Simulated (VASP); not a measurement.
Here is a VASP 6.6.1 calculation.

The input INCAR:

```
SYSTEM = V
  ALGO = Normal
  EDIFF = 1E-7
  ENCUT = 520
  GGA = PE
  ISIF = 2
  ISMEAR = -1
  LASPH = .True.
  LCHARG = .False.
  LREAL = .False.
  LWAVE = .False.
  NBANDS = 12
  NELM = 80
  PREC = Accurate
  SIGMA = 0.08
```

The input KPOINTS:

```
k-points
0
Gamma
  15 15 15
  0 0 0
```

The input POSCAR:

```
V
1.0
    1.9714312586      0.0000000000      0.0000000000
    0.0000000000      1.9714312586      0.0000000000
    0.0000000000      0.0000000000      1.9714312586
V
1
Direct
    0.0000000000      0.0000000000      0.0000000000
```

Potentials or basis: VASP PAW PBE potentials, release 64 (V_sv).

The run is started by

```bash
$ cat potpaw_PBE.64/V_sv/POTCAR > POTCAR
$ mpirun -np 1 vasp_std > vasp.out
```

Question: Predict the pressure.

Answer: 329.1 GPa.
